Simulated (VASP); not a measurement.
A run of VASP 6.6.1 is set up as follows.

INCAR

```
SYSTEM = Al
ALGO = Normal
EDIFF = 1E-6
EDIFFG = -0.005
ENCUT = 600
GGA = PE
IBRION = 2
ISIF = 3
ISMEAR = -1
LASPH = .TRUE.
LCHARG = .FALSE.
LREAL = .FALSE.
LWAVE = .FALSE.
NELM = 100
NSW = 32
PREC = Accurate
PSTRESS = 1100.0
SIGMA = 0.05
```

KPOINTS

```
k-points
0
G
  19 19 19
  0 0 0
```

The input POSCAR:

```
Al
1.0
    0.0000000000      1.7151874225      1.7151874225
    1.7151874225      0.0000000000      1.7151874225
    1.7151874225      1.7151874225      0.0000000000
Al
1
Direct
    0.0000000000      0.0000000000      0.0000000000
```

Potentials or basis: VASP PAW PBE potentials, release 64 (Al).

Command:

```console
$ cat potpaw_PBE.64/Al/POTCAR > POTCAR
$ mpirun -np 1 vasp_std > vasp.out
```

(1) What does it give for the relaxed volume?

(2) What does it give for the relaxed cell?

Answers

(1) 10.10 Å³/atom.

(2) a = 2.426 Å, b = 2.426 Å, c = 2.426 Å, α = 60.00°, β = 60.00°, γ = 60.00°.

Caveat: the cell is relaxed towards a set pressure, so the enthalpy falls and the energy may rise.
